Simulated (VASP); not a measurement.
SrCl2:

```xyz
3
Lattice="4.4072 0.0000 0.0000 -2.2036 3.8168 0.0000 0.0000 0.0000 5.5961" Properties=species:S:1:pos:R:3 pbc="T T T"
Sr    0.0000    0.0000    0.0000
Cl    0.0000    2.5445    1.3917
Cl    2.2036    1.2723    4.2044
```

Base run:

```yaml
Program: VASP 6.6.1
Functional: r2SCAN
Potentials_or_basis: VASP PAW PBE potentials, release 64 (Sr_sv, Cl)
Cutoff: 520 eV
k_mesh: 6 × 6 × 6
Occupations: gaussian, width 0.01 eV
Spin: no spin polarisation
```

Its results: band gap on the k mesh 5.79 eV, direct; pressure 0.7 GPa; largest force 0.014 eV/Å.

Task: The run is repeated on the same cell with these changes: functional from r2SCAN to PBE. What comes out?

Result: Band gap on the k mesh 5.16 eV, direct; pressure 1.3 GPa; largest force 0.024 eV/Å.

r2SCAN gives the wider gap, since meta-GGAs in the generalised Kohn-Sham scheme recover part of the derivative discontinuity.

Caveats: the PAW data sets were made with another functional, which shifts forces and pressure a little (some runs).

A k mesh can miss the band edges.
